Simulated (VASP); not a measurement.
# Rh (Im-3m) in VASP: a series of runs, part 2 of 2

VASP 6.6.1. Earlier steps stand in the parts before.

## 4. Single point, PBE, collinear spin, ferromagnetic start (13.35 Å³/atom)

This run uses another cell than the first one, of 13.35 Å³/atom.

Input file INCAR:

```
PREC = Accurate
ENCUT = 520
EDIFF = 1E-7
ISMEAR = -1
SIGMA = 0.05
LREAL = False
LASPH = True
NELM = 150
ALGO = Normal
ISIF = 2
LWAVE = False
LCHARG = True
ISPIN = 2
MAGMOM = 0.466
LORBIT = 11
LMAXMIX = 4
GGA = PE
LELF = True
LVHAR = True
NBANDS = 18
```

Input file KPOINTS:

```
Automatic mesh
0
Gamma
  16 16 16
```

Input file POSCAR:

```
Rh
1.0
   -1.4942687796      1.4942687796      1.4942687796
    1.4942687796     -1.4942687796      1.4942687796
    1.4942687796      1.4942687796     -1.4942687796
Rh
1
Direct
    0.0000000000      0.0000000000      0.0000000000
```

Launch:

```sh
$ cat potpaw_PBE.64/Rh_pv/POTCAR > POTCAR
$ mpirun -np 1 vasp_std > vasp.out
```

Wall time 67 s (1 thread of Intel Xeon 8259CL, shared host); peak memory 0.17 GiB.

It converged, with:

```yaml
Free_energy: -6.8401 eV
Pressure: 23.8 GPa
Net_moment: 0.38 μB per cell
Site_moments: Rh +0.38 μB
Valence_electrons_inside_the_program's_atomic_spheres: Rh 13.87
```

Levels at points of the mesh, in eV from the Fermi level:
Spin up:
```tsv
k point	band 5	band 6	band 7	band 8	band 9	band 10	band 11	band 12
(0.00, 0.00, 0.00)	-3.23	-3.23	-3.23	-0.73	-0.73	18.51	18.51	18.51
(0.50, 0.00, 0.00)	-4.85	-0.75	-0.34	1.28	1.60	9.79	14.65	19.00
(0.50, 0.50, 0.50)	-6.43	1.04	1.04	1.04	9.69	9.69	9.69	19.80
```
Spin down:
```csv
k point,band 4,band 5,band 6,band 7,band 8,band 9,band 10,band 11
"(0.00, 0.00, 0.00)",-7.99,-3.03,-3.03,-3.03,-0.33,-0.33,18.53,18.53
"(0.50, 0.00, 0.00)",-6.15,-4.67,-0.41,0.06,1.31,1.84,9.97,14.70
"(0.50, 0.50, 0.50)",-6.16,-6.16,1.28,1.28,1.28,9.74,9.74,9.74
```

Caveat: the cell stands under pressure.

## 5. Single point, PBE, collinear spin, ferromagnetic start (13.93 Å³/atom)

This run uses another cell than the first one, of 13.93 Å³/atom.

Input file INCAR:

```
SYSTEM = Rh
  PREC = Accurate
  ENCUT = 520
  EDIFF = 1E-7
  ISMEAR = -1
  SIGMA = 0.05
  LREAL = .FALSE.
  LASPH = .TRUE.
  NELM = 150
  ALGO = Normal
  ISIF = 2
  LWAVE = .FALSE.
  LCHARG = .FALSE.
  ISPIN = 2
  MAGMOM = 0.466
  LORBIT = 11
  LMAXMIX = 4
  GGA = PE
  NBANDS = 18
```

Input file KPOINTS:

```
regular mesh
0
G
  16 16 16
  0 0 0
```

Input file POSCAR:

```
Rh
1.0
   -1.5156183609      1.5156183609      1.5156183609
    1.5156183609     -1.5156183609      1.5156183609
    1.5156183609      1.5156183609     -1.5156183609
Rh
1
Direct
    0.0000000000      0.0000000000      0.0000000000
```

Launch:

```sh
$ cat potpaw_PBE.64/Rh_pv/POTCAR > POTCAR
$ mpirun -np 1 vasp_std > vasp.out
```

Run time: 72 s. Hardware: 1 thread of Intel Xeon 8259CL, shared host; peak memory 0.17 GiB.

The run converged. Its results:

```
Free energy                                           : -6.9017 eV
Pressure                                              : 10.5 GPa
Net moment                                            : 0.44 μB per cell
Site moments                                          : Rh +0.44 μB
Valence electrons inside the program's atomic spheres : Rh 13.79
```

Levels at points of the mesh, in eV from the Fermi level:
Spin up:
```csv
k point,band 6,band 7,band 8,band 9,band 10,band 11
"(0.00, 0.00, 0.00)",-3.07,-3.07,-0.73,-0.73,18.44,18.44
"(0.50, 0.00, 0.00)",-0.75,-0.38,1.28,1.44,9.28,14.57
"(0.50, 0.50, 0.50)",0.93,0.93,0.93,9.45,9.45,9.45
```
Spin down:
| k point | band 3 | band 4 | band 5 | band 6 | band 7 | band 8 | band 9 | band 10 | band 11 | band 12 |
| --- | --- | --- | --- | --- | --- | --- | --- | --- | --- | --- |
| (0.00, 0.00, 0.00) | -45.89 | -7.70 | -2.84 | -2.84 | -2.84 | -0.28 | -0.28 | 18.47 | 18.47 | 18.47 |
| (0.50, 0.00, 0.00) | -45.89 | -5.79 | -4.37 | -0.36 | 0.08 | 1.31 | 1.72 | 9.48 | 14.62 | 18.58 |
| (0.50, 0.50, 0.50) | -46.41 | -5.75 | -5.75 | 1.21 | 1.21 | 1.21 | 9.51 | 9.51 | 9.51 | 19.31 |

Caveat: the cell stands under pressure.

## 6. Single point, PBE, collinear spin, ferromagnetic start (14.51 Å³/atom)

Input file INCAR:

```
SYSTEM = Rh
PREC = Accurate
ENCUT = 520
EDIFF = 1E-6
ISMEAR = -1
SIGMA = 0.05
LREAL = .FALSE.
LASPH = .TRUE.
NELM = 150
ALGO = Normal
ISIF = 2
LWAVE = .FALSE.
LCHARG = .FALSE.
ISPIN = 2
MAGMOM = 0.466
LORBIT = 11
LMAXMIX = 4
GGA = PE
NBANDS = 18
```

KPOINTS is that of step 5.

Input file POSCAR:

```
Rh
1.0
   -1.5363828365      1.5363828365      1.5363828365
    1.5363828365     -1.5363828365      1.5363828365
    1.5363828365      1.5363828365     -1.5363828365
Rh
1
Direct
    0.0000000000      0.0000000000      0.0000000000
```

Potentials or basis: VASP PAW PBE potentials, release 64 (Rh_pv).

Launch:

```sh
$ cat potpaw_PBE.64/Rh_pv/POTCAR > POTCAR
$ mpirun -np 1 vasp_std > vasp.out
```

OUTCAR:

```text
SYSTEM = Rh
   PREC = Accurate
   ENCUT = 520
   EDIFF = 1E-6
   ISMEAR = -1
   LREAL = .FALSE.
   LASPH = .TRUE.
   NELM = 150
   ISIF = 2
   ISPIN = 2
   LORBIT = 11
   GGA = PE

 ion  position               nearest neighbor table
   1  0.000  0.000  0.000-

  LATTYP: Found a body centered cubic cell.
 ALAT       =     3.0727656730

  Lattice vectors:

 A1 = (  -1.5363828365,   1.5363828365,   1.5363828365)
 A2 = (   1.5363828365,  -1.5363828365,   1.5363828365)
 A3 = (   1.5363828365,   1.5363828365,  -1.5363828365)

Analysis of symmetry for initial positions (statically):
=====================================================================
 Subroutine PRICEL returns:
 Original cell was already a primitive cell.

 Routine SETGRP: Setting up the symmetry group for a
 body centered cubic supercell.

 Subroutine GETGRP returns: Found 48 space group operations
 (whereof 48 operations were pure point group operations)
 out of a pool of 48 trial point group operations.

The static configuration has the point symmetry O_h .

Analysis of symmetry for dynamics (positions and initial velocities):
=====================================================================
 Subroutine PRICEL returns:
 Original cell was already a primitive cell.

 Routine SETGRP: Setting up the symmetry group for a
 body centered cubic supercell.

 Subroutine GETGRP returns: Found 48 space group operations
 (whereof 48 operations were pure point group operations)
 out of a pool of 48 trial point group operations.

The dynamic configuration has the point symmetry O_h .

Analysis of structural, dynamic, and magnetic symmetry:
=====================================================================
 Subroutine PRICEL returns:
 Original cell was already a primitive cell.

 Routine SETGRP: Setting up the symmetry group for a
 body centered cubic supercell.

 Subroutine GETGRP returns: Found 48 space group operations
 (whereof 48 operations were pure point group operations)
 out of a pool of 48 trial point group operations.

The overall configuration has the point symmetry O_h .

 Subroutine INISYM returns: Found 48 space group operations
 (whereof 48 operations are pure point group operations),
[... 128 lines left out ...]
 maximum number of plane-waves:       402
   NGX =  9   NGY =  9   NGZ =  9

 number of electron      15.0000005 magnetization       0.5028066

 Free energy of the ion-electron system (eV)
  ---------------------------------------------------
  ext. energy  EPLUGINS =         0.00000000
  ---------------------------------------------------
  free energy    TOTEN  =        -6.92077612 eV

  energy without entropy =       -6.90471633  energy(sigma->0) =       -6.91274623

 E-fermi :  10.8386     XC(G=0): -13.6709

 val. band max:       10.8328371465   @ k =   0.3125   0.0000   0.0000
 cond. band min:      10.8456334256   @ k =  -0.2500   0.2500   0.1250
 fundamental gap:      0.0127962790
 Fermi energy:        10.8386325791

 spin component 1

 k-point     1 :       0.0000    0.0000    0.0000
  band No.  band energies     occupation
      1     -35.3994      1.00000
      2     -35.3994      1.00000
      3     -35.3994      1.00000
      4       3.3565      1.00000
      5       7.9148      1.00000
      6       7.9148      1.00000
[... 493 lines left out ...]
     17      42.6743      0.00000
     18      44.6376      0.00000

 [... further k-points ...]

 spin component 2

 k-point     1 :       0.0000    0.0000    0.0000
  band No.  band energies     occupation
      1     -34.9882      1.00000
      2     -34.9882      1.00000
      3     -34.9882      1.00000
      4       3.4189      1.00000
      5       8.1835      1.00000
      6       8.1835      1.00000
[... 493 lines left out ...]
     17      42.7838      0.00000
     18      44.7874      0.00000

 [... further k-points ...]

------------------------ aborting loop because EDIFF is reached ----------------------------------------

  FORCE on cell =-STRESS in cart. coord.  units (eV):
  Direction    XX          YY          ZZ          XY          YZ          ZX
  --------------------------------------------------------------------------------------
  -------------------------------------------------------------------------------------
  Total        0.0211150      0.0211150      0.0211150      0.0000000      0.0000000      0.0000000
  in kB        2.3320806      2.3320806      2.3320806      0.0000000      0.0000000      0.0000000
  external PRESSURE =       2.3320806 kB  Pullay stress =       0.0000000 kB

 VOLUME and BASIS-vectors are now :
 -----------------------------------------------------------------------------
  energy-cutoff  :      520.00
  volume of cell :       14.51
      direct lattice vectors                 reciprocal lattice vectors
    -1.536382837  1.536382837  1.536382837     0.000000000  0.325439720  0.325439720
     1.536382837 -1.536382837  1.536382837     0.325439720  0.000000000  0.325439720
     1.536382837  1.536382837 -1.536382837     0.325439720  0.325439720  0.000000000

 POSITION                                       TOTAL-FORCE (eV/Angst)
 -----------------------------------------------------------------------------------
      0.00000      0.00000      0.00000        -0.000000      0.000000     -0.000000
 -----------------------------------------------------------------------------------
    total drift:                                0.000000     -0.000000      0.000000

  FREE ENERGIE OF THE ION-ELECTRON SYSTEM (eV)
  ---------------------------------------------------
  free  energy   TOTEN  =        -6.9207761185 eV

  energy  without entropy=       -6.9047163329  energy(sigma->0) =       -6.91274623

 total charge

# of ion       s       p       d       tot
------------------------------------------
    1        0.383   6.255   7.080  13.718

 magnetization (x)

# of ion       s       p       d       tot
------------------------------------------
    1        0.001  -0.003   0.508   0.507
```

OSZICAR:

```text
N       E                     dE             d eps       ncg     rms          rms(c)
DAV:   1     0.133213636305E+03    0.13321E+03   -0.80653E+03 10544   0.884E+02
DAV:   2    -0.473573004452E+01   -0.13795E+03   -0.13079E+03 11166   0.294E+02
DAV:   3    -0.731502525255E+01   -0.25793E+01   -0.25618E+01 11840   0.425E+01
DAV:   4    -0.732388056535E+01   -0.88553E-02   -0.88547E-02 11662   0.253E+00
DAV:   5    -0.732393409529E+01   -0.53530E-04   -0.53530E-04 11290   0.176E-01    0.929E+00
DAV:   6    -0.693417895943E+01    0.38976E+00   -0.50037E-01 10982   0.885E+00    0.361E+00
DAV:   7    -0.692290394933E+01    0.11275E-01   -0.10722E-02 11392   0.111E+00    0.182E+00
DAV:   8    -0.691943476705E+01    0.34692E-02   -0.45199E-03 11272   0.638E-01    0.446E-01
DAV:   9    -0.692077581691E+01   -0.13410E-02   -0.49168E-04 11314   0.246E-01    0.823E-02
DAV:  10    -0.692077952563E+01   -0.37087E-05   -0.18344E-05 11340   0.391E-02    0.285E-02
DAV:  11    -0.692077473108E+01    0.47946E-05   -0.57947E-06 10920   0.220E-02    0.162E-02
DAV:  12    -0.692077576674E+01   -0.10357E-05   -0.93508E-07  7214   0.974E-03    0.383E-03
DAV:  13    -0.692077611854E+01   -0.35181E-06   -0.67687E-08  5532   0.270E-03
   1 F= -.69207761E+01 E0= -.69127462E+01  d E =-.160598E-01  mag=     0.5026
```

stdout:

```text
POSCAR found type information on POSCAR Rh
 POSCAR found :  1 types and       1 ions
 scaLAPACK will be used
 LDA part: xc-table for (Slater+PW92), standard interpolation
 POSCAR, INCAR and KPOINTS ok, starting setup
 FFT: planning ... GRIDC
 FFT: planning ... GRID_SOFT
 FFT: planning ... GRID
 WAVECAR not read
 entering main loop
```

It took 75 s on 1 thread of Intel Xeon 8259CL, shared host; peak memory 0.17 GiB.

Results:

* Free energy: -6.9208 eV
* Pressure: 0.2 GPa
* Net moment: 0.50 μB per cell
* Site moments: Rh +0.51 μB
* Valence electrons inside the program's atomic spheres: Rh 13.72

Levels at points of the mesh, in eV from the Fermi level:
Spin up:
```
           k point  band 4  band 5  band 6  band 7  band 8  band 9  band 10  band 11  band 12  band 13
(0.00, 0.00, 0.00)   -7.48   -2.92   -2.92   -2.92   -0.74   -0.74    18.37    18.37    18.37    20.75
(0.50, 0.00, 0.00)   -5.69   -4.34   -0.76   -0.43    1.29    1.30     8.81    14.47    18.01    20.75
(0.50, 0.50, 0.50)   -5.73   -5.73    0.82    0.82    0.82    9.24     9.24     9.24    18.52    18.52
```
Spin down:
```
           k point  band 5  band 6  band 7  band 8  band 9  band 10
(0.00, 0.00, 0.00)   -2.66   -2.66   -2.66   -0.22   -0.22    18.39
(0.50, 0.00, 0.00)   -4.10   -0.32    0.11    1.32    1.62     9.04
(0.50, 0.50, 0.50)   -5.38    1.14    1.14    1.14    9.30     9.30
```

## 7. The runs side by side

| cell | k mesh | gap on the mesh (eV) | pressure (GPa) | moment (μB) |
| --- | --- | --- | --- | --- |
| a = 2.661 Å, angles 109.5°, 1 atom | 15 × 15 × 15 | none | 0.0 | 0.42 |
| a = 2.550 Å, angles 109.5°, 1 atom | 16 × 16 × 16 | none | 40.9 | 0.31 |
| a = 2.588 Å, angles 109.5°, 1 atom | 16 × 16 × 16 | none | 23.8 | 0.38 |
| a = 2.625 Å, angles 109.5°, 1 atom | 16 × 16 × 16 | none | 10.5 | 0.44 |
| a = 2.661 Å, angles 109.5°, 1 atom | 16 × 16 × 16 | none | 0.2 | 0.50 |

Alike in all rows: task single point; level PBE; potentials or basis VASP PAW PBE potentials, release 64 (Rh_pv); spin collinear, ferromagnetic start; cutoff (eV) 520; smearing fermi-dirac 0.05 eV.

Caveats: the cell stands under pressure (at least some runs).

Total energies depend on the potentials used, so only differences within one code and one set of settings carry meaning.
